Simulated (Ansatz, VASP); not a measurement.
## KIr in VASP and in Ansatz

```
K Ir
1.0
     3.44574    0.00000    0.00000
     0.00000    3.44574    0.00000
     0.00000    0.00000    3.44574
K Ir
1 1
Direct
  0.00000 0.00000 0.00000
  0.50000 0.50000 0.50000
```

Alike in both runs: functional LDA; k mesh 10 × 10 × 10; occupations fermi-dirac, width 0.05 eV; no spin polarisation.

Ansatz relaxed the structure, and its values are those at the end. VASP's run is a single point on that final structure, the one shown.

|  | VASP | Ansatz |
| --- | --- | --- |
| version | VASP 6.6.1 | Ansatz 0.2.0 |
| potentials or method | VASP PAW LDA potentials, release 64 (K_sv, Ir), cutoff 520 eV | all-electron LAPW, scalar-relativistic |

```tsv
	VASP	Ansatz	Ansatz less VASP
pressure (GPa)	0.5	0.0	-0.53
```

LDA's correlation is that of Perdew and Zunger in VASP and of Perdew and Wang (1992) in Ansatz. Ansatz ran all-electron here, and VASP with PAW potentials.

Spin-orbit coupling is off throughout.
